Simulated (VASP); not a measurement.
# AlN: relaxation of shape and atoms at fixed volume with PBE

The system is AlN.

```
Al N
1.0
     3.06775    0.00000    0.00000
    -1.53388    2.65675    0.00000
     0.00000    0.00000    4.91106
Al N
2 2
Direct
  0.33333 0.66667 0.99908
  0.66667 0.33333 0.49908
  0.33333 0.66667 0.38092
  0.66667 0.33333 0.88092
```

This cell differs from its parent crystal: volume scaled by 0.94.

```
Program                : VASP 6.6.1
Task                   : relaxation of shape and atoms at fixed volume
Functional             : PBE
Potentials or basis    : VASP PAW PBE potentials, release 64 (Al, N)
Cutoff                 : 600 eV
k mesh                 : 12 × 12 × 6
Occupations            : gaussian, width 0.02 eV
Spin                   : no spin polarisation
Dipole correction      : no
Further INCAR settings : ALGO = Normal; EDIFF = 1e-07; IBRION = 2; EDIFFG = -0.01; NSW = 50; ISIF = 4
```

```
Energy gained by relaxing    : 0.1 meV/atom
Ionic steps                  : 3
Pressure after relaxing      : 13.1 GPa
Largest force after relaxing : 0.005 eV/Å
Band gap on the k mesh       : 4.56 eV, direct
```

Forces on the atoms (eV/Å):
```
Al   0.000  0.000 -0.005
Al   0.000  0.000 -0.005
N    0.000  0.000  0.005
N    0.000  0.000  0.005
```

Stress tensor (GPa, compression positive):
```
13.03  0.00  0.00
 0.00 13.03  0.00
 0.00  0.00 13.14
```

Step by step:
| step | energy change (eV) | largest force (eV/Å) | pressure (GPa) | volume (Å³) |
| --- | --- | --- | --- | --- |
| 1 | 0.0000 | 0.0223 | 13.13 | 40.03 |
| 2 | -0.0002 | 0.0136 | 13.09 | 40.03 |
| 3 | -0.0002 | 0.0048 | 13.07 | 40.03 |

Final structure:
```
Al N
1.0
     3.07087    0.00000    0.00000
    -1.53544    2.65945    0.00000
     0.00000    0.00000    4.90108
Al N
2 2
Cartesian
  0.0000 1.7730 4.8944
  1.5354 0.8865 2.4438
  0.0000 1.7730 1.8691
  1.5354 0.8865 4.3197
```

Levels at points of the mesh, in eV from the valence-band top:
| k point | band 5 | band 6 | band 7 | band 8 | band 9 | band 10 | band 11 | band 12 |
| --- | --- | --- | --- | --- | --- | --- | --- | --- |
| (0.00, 0.00, 0.00) | -0.93 | -0.26 | -0.26 | 0.00 | 4.56 | 6.98 | 10.96 | 11.40 |
| (0.50, 0.00, 0.00) | -3.47 | -2.20 | -1.86 | -0.74 | 5.90 | 5.92 | 8.53 | 10.57 |
| (0.00, 0.00, 0.50) | -0.61 | -0.61 | -0.61 | -0.61 | 6.81 | 6.81 | 10.66 | 10.66 |
| (0.50, 0.00, 0.50) | -1.55 | -1.55 | -1.41 | -1.41 | 5.44 | 5.44 | 9.49 | 9.49 |

Run time: 100 s on 1 thread of AMD EPYC 7R13 Processor (Zen 3), on a shared host, peak memory 0.16 GiB.

Caveat: the cell differs from its parent crystal (volume scaled by 0.94). A k mesh can miss the band edges.
